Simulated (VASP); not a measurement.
Write the native input for VASP 6.6.1 that does the following.

```yaml
Task: single point
Functional: PBE
Potentials_or_basis: VASP PAW PBE potentials, release 64 (W_sv, S)
Cutoff: 520 eV
k_mesh: 4 × 4 × 4
Occupations: gaussian, width 0.1 eV
Spin: no spin polarisation
Dipole_correction: no
Further_INCAR_settings: ALGO = Normal; EDIFF = 1e-06; NBANDS = 24
```

The structure of WS3 lies in POSCAR:

```
WS3
1.0
    4.8000000000      0.0000000000      0.0000000000
    0.0000000000      4.8000000000      0.0000000000
    0.0000000000      0.0000000000      4.8000000000
W S
1 3
Direct
    0.0000000000      0.0000000000      0.9729776100
    0.0000000000      0.5000000000      0.0000000000
    0.5000000000      0.0000000000      0.0000000000
    0.0000000000      0.0000000000      0.5000000000
```

These files were run (other wordings do the same):

INCAR

```
PREC     = Accurate       # precision mode
ENCUT    = 520            # plane-wave cutoff, eV
EDIFF    = 1E-6           # SCF threshold, eV
ISMEAR   = 0              # smearing method
SIGMA    = 0.1            # smearing width, eV
LREAL    = False          # projectors in reciprocal space
LASPH    = True           # aspherical terms in the spheres
NELM     = 60             # most SCF steps
ALGO     = Normal         # electronic algorithm
ISIF     = 2              # what is computed and relaxed
LWAVE    = False          # write WAVECAR
LCHARG   = False          # write CHGCAR
GGA      = PE             # functional
NBANDS   = 24             # bands
```

KPOINTS

```
Automatic mesh
0
Gamma
  4 4 4
```

Potentials or basis: VASP PAW PBE potentials, release 64 (W_sv, S).

Launch:

```bash
$ cat potpaw_PBE.64/W_sv/POTCAR potpaw_PBE.64/S/POTCAR > POTCAR
$ mpirun -np 1 vasp_std > vasp.out
```

Results of the run:

```
Pressure               : -5.5 GPa
Largest force          : 0.125 eV/Å
Band gap on the k mesh : zero (bands 16 and 17 overlap by 1.14 eV)
```

Caveat: the cell stands under tension; spin-orbit coupling is left out, which moves the levels of the heavy elements.

It took 14 s on 1 thread of Intel(R) Xeon(R) 6975P-C (Granite Rapids) (shared host), peak memory 0.21 GiB.
